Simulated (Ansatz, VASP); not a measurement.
Two plane-wave programs on CdNiC4N4

```
Cd Ni C N
1.0
     5.98654    0.00000    0.00000
     0.00000    5.98654    0.00000
     0.00000    0.00000    5.98654
Cd Ni C N
1 1 4 4
Direct
  0.50000 0.50000 0.50000
  0.00000 0.00000 0.00000
  0.18488 0.18488 0.18488
  0.18488 0.81512 0.81512
  0.81512 0.18488 0.81512
  0.81512 0.81512 0.18488
  0.29771 0.29771 0.29771
  0.29771 0.70229 0.70229
  0.70229 0.29771 0.70229
  0.70229 0.70229 0.29771
```

Alike in both runs: task single point; functional PBE; k mesh 4 × 4 × 4; occupations gaussian, width 0.1 eV; collinear spin.

|  | VASP | Ansatz |
| --- | --- | --- |
| version | VASP 6.6.1 | Ansatz 0.2.0 |
| potentials or method | VASP PAW PBE potentials, release 64 (Cd_sv_GW, Ni_sv_GW, C, N), cutoff 700 eV | scalar-relativistic, plane waves, PAW |
| valence electrons in the cell | 74 | 74 |

```tsv
	VASP	Ansatz	Ansatz less VASP
gap on the k mesh at the Fermi level (eV)	none	none	-
pressure (GPa)	2.0	1.9	-0.19
rms of the force components (eV/Å)	0.301	0.437	+0.1359
net moment per atom (μB)	0.20	0.20	0.000
size of the moment on the site where the two differ most (μB)	1.32	1.22	-0.099
```

Site moments also hang on the region over which each program counts them. Atom by atom the forces differ by 0.184 eV/Å (rms over components). A gap of «none» marks a metal or a gap that the smearing closes. One of these differences is far larger than is usual between the two programs; its cause wasn't traced. The functional is the same, so the differences come from potentials, cutoffs and numerics.

Noted on VASP's run: the standard files for N, O and F lose accuracy on very short bonds.
